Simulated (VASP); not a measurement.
Set up this calculation in VASP 6.6.1, as the native input.

```yaml
Task: single point
Functional: PBE
Potentials_or_basis: VASP PAW PBE potentials, release 64 (Al, As)
Cutoff: 520 eV
k_mesh: 2 × 2 × 2
Occupations: gaussian, width 0.01 eV
Spin: collinear spin
Starting_moments: "[0.0, 0.0, 0.0, 0.0, 0.0, 0.0, 0.0, 0.25, 0.0, 0.0, 0.0, 0.25, 0.25, 0.25, 0.0] μB"
Dipole_correction: no
Further_INCAR_settings: LREAL = Auto; ALGO = Normal; EDIFF = 1e-06; NBANDS = 48
```

The structure of Al7As8 (a cell with a defect) lies in POSCAR:

```
Al7As8
1.0
    0.0000000000      5.7279123210     -5.7279123210
    5.7279123210      5.7279123210      0.0000000000
    5.7279123210      0.0000000000     -5.7279123210
Al As
7 8
Direct
   -0.0007266803      0.5007266803      0.4992733197
    0.5007266803     -0.0007266803      0.4992733197
    0.5007266803      0.5007266803      0.4992733197
   -0.0007266803     -0.0007266803      1.0007266803
   -0.0007266803      0.5007266803      1.0007266803
    0.5007266803     -0.0007266803      1.0007266803
    0.5000000000      0.5000000000      1.0000000000
    0.1251096299      0.1251096299      0.1246711102
    0.1251538930      0.6249487023      0.1249487023
    0.6249487023      0.1251538930      0.1249487023
    0.6249487023      0.6249487023      0.1249487023
    0.1251096299      0.1251096299      0.6251096299
    0.1251096299      0.6246711102      0.6251096299
    0.6246711102      0.1251096299      0.6251096299
    0.6249487023      0.6249487023      0.6251538930
```

This cell differs from its parent crystal: atoms taken out, then relaxed in part.

One way to write it, as run:

INCAR

```
SYSTEM = Al7As8
PREC     = Accurate       ! precision mode
ENCUT    = 520            ! plane-wave cutoff, eV
EDIFF    = 1E-6           ! SCF threshold, eV
ISMEAR   = 0              ! smearing method
SIGMA    = 0.01           ! smearing width, eV
LREAL    = Auto         
LASPH    = .True.         ! aspherical terms in the spheres
NELM     = 150            ! most SCF steps
ALGO     = Normal         ! electronic algorithm
ISIF     = 2              ! what is computed and relaxed
LWAVE    = .False.        ! write WAVECAR
LCHARG   = .False.        ! write CHGCAR
ISPIN    = 2              ! spin polarisation
MAGMOM   = 0 0 0 0 0 0 0 0.25 0 0 0 0.25 0.25 0.25 0 ! initial moments
LORBIT   = 11             ! projections on sites
GGA      = PE             ! functional
NBANDS   = 48             ! bands
```

KPOINTS

```
Automatic mesh
0
Gamma
  2 2 2
  0 0 0
```

Potentials or basis: VASP PAW PBE potentials, release 64 (Al, As).

Run with:

```bash
$ cat potpaw_PBE.64/Al/POTCAR potpaw_PBE.64/As/POTCAR > POTCAR
$ mpirun -np 1 vasp_std > vasp.out
```

Results of the run:

```
Pressure                                              : -0.6 GPa
Largest force                                         : 0.020 eV/Å
Net moment                                            : 0.25 μB per cell
Site moments                                          : Al +0.00; As +0.03, -0.00 (each value once) μB
Valence electrons inside the program's atomic spheres : Al 0.76; As 2.77, 2.88 (each value once)
```

Caveat: the k points lie up to 0.47 Å⁻¹ apart; the cell differs from its parent crystal (atoms taken out, then relaxed in part).

It took 5.4 min on 1 thread of Intel(R) Xeon(R) Platinum 8488C (Sapphire Rapids), on a shared host, peak memory 0.65 GiB.
